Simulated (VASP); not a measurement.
A run of VASP 6.6.1:

INCAR

```
SYSTEM = Ta3Ag
ALGO = Normal
EDIFF = 1E-6
ENCUT = 520
GGA = PE
ISIF = 2
ISMEAR = 0
LASPH = .TRUE.
LCHARG = .FALSE.
LREAL = .FALSE.
LWAVE = .FALSE.
NBANDS = 54
NELM = 60
PREC = Accurate
SIGMA = 0.1
```

KPOINTS

```
k-points
0
G
  3 3 4
  0 0 0
```

POSCAR

```
Ta3Ag
1.0
    5.8862548868      0.0000000000      0.0000000000
   -2.9431274434      5.0976462651      0.0000000000
    0.0000000000      0.0000000000      4.8364472235
Ta Ag
6 2
Direct
    0.8354379764      0.6708759529      0.2500000000
    0.1645620236      0.8354379764      0.7500000000
    0.3291240471      0.1645620236      0.2500000000
    0.1645620236      0.3291240471      0.7500000000
    0.8354379764      0.1645620236      0.2500000000
    0.6708759529      0.8354379764      0.7500000000
    0.3333333333      0.6666666667      0.2500000000
    0.6666666667      0.3333333333      0.7500000000
```

Potentials or basis: VASP PAW PBE potentials, release 64 (Ta_pv, Ag).

Command:

```sh
$ cat potpaw_PBE.64/Ta_pv/POTCAR potpaw_PBE.64/Ag/POTCAR > POTCAR
$ mpirun -np 1 vasp_std > vasp.out
```

Hardware: 1 thread of Intel(R) Xeon(R) Platinum 8259CL CPU @ 2.50GHz (Skylake/Cascade Lake), on a shared host.

Question: Estimate the wall time of this run.

Answer: It took 75 s on 1 thread of Intel(R) Xeon(R) Platinum 8259CL CPU @ 2.50GHz (Skylake/Cascade Lake) (shared host), peak memory 0.29 GiB. Counts: scf iterations 14, k points 9.
